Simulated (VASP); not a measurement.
Here is a VASP 6.6.1 calculation.

File INCAR:

```
SYSTEM = AlN
PREC = Accurate ; ENCUT = 520
EDIFF = 1E-7 ; ISMEAR = 0
SIGMA = 0.05 ; LREAL = .False.
LASPH = .True. ; NELM = 80
ALGO = Normal ; ISIF = 2
LWAVE = .False. ; LCHARG = .True.
GGA = PS ; LELF = .True.
LVHAR = .True. ; NBANDS = 11
```

File KPOINTS:

```
Automatic mesh
0
Gamma
  10 10 10
  0 0 0
```

Contents of POSCAR:

```
AlN
1.0
    0.0000000000      2.0345180000      2.0345180000
    2.0345180000      0.0000000000      2.0345180000
    2.0345180000      2.0345180000      0.0000000000
Al N
1 1
Direct
    0.4907840579      0.4907840579      0.5092159421
    0.0000000000      0.0000000000      0.0000000000
```

Potentials or basis: VASP PAW PBE potentials, release 64 (Al, N).

Command:

```sh
$ cat potpaw_PBE.64/Al/POTCAR potpaw_PBE.64/N/POTCAR > POTCAR
$ mpirun -np 1 vasp_std > vasp.out
```

(1) What does it give for the largest force?

(2) What does it give for the pressure?

(3) Predict the band gap on the k mesh.

Answers

(1) 0.253 eV/Å.

(2) -4.3 GPa.

(3) 4.37 eV, indirect (least direct gap 5.40 eV).

Caveat: the cell differs from its parent crystal (all Al atoms moved +0.037 Å, as atom 1 towards its neighbour atom 2 (N) at 2.035 Å); the PAW data sets were made with another functional, which shifts forces and pressure a little.
